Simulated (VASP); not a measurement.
Wanted: the native input for a VASP 6.6.1 run.

```yaml
Task: single point
Functional: PBE
Potentials_or_basis: VASP PAW PBE potentials, release 64 (Hf_pv, N)
Cutoff: 520 eV
k_mesh: 9 × 9 × 9
Occupations: fermi-dirac, width 0.05 eV
Spin: no spin polarisation
Dipole_correction: no
Further_INCAR_settings: ALGO = Normal; EDIFF = 1e-06; NBANDS = 14
```

The structure of HfN lies in POSCAR:

```
HfN
1.0
    2.8804368117      0.0000000000      0.0000000000
    0.0000000000      2.8804368117      0.0000000000
    0.0000000000      0.0000000000      2.8804368117
Hf N
1 1
Direct
    0.5000000000      0.5000000000      0.5000000000
    0.0000000000      0.0000000000      0.0000000000
```

One way to write it, as run:

INCAR

```
  PREC = Accurate
  ENCUT = 520
  EDIFF = 1E-6
  ISMEAR = -1
  SIGMA = 0.05
  LREAL = F
  LASPH = T
  NELM = 80
  ALGO = Normal
  ISIF = 2
  LWAVE = F
  LCHARG = F
  GGA = PE
  NBANDS = 14
```

KPOINTS

```
regular mesh
0
Gamma
  9 9 9
```

Potentials or basis: VASP PAW PBE potentials, release 64 (Hf_pv, N).

Launch:

```bash
$ cat potpaw_PBE.64/Hf_pv/POTCAR potpaw_PBE.64/N/POTCAR > POTCAR
$ mpirun -np 1 vasp_std > vasp.out
```

It gave:

```json
{
  "Pressure": "-14.2 GPa"
}
```

Wall time 4.4 s on 1 thread of Intel(R) Xeon(R) 6975P-C (Granite Rapids) (shared host), peak memory 0.14 GiB.
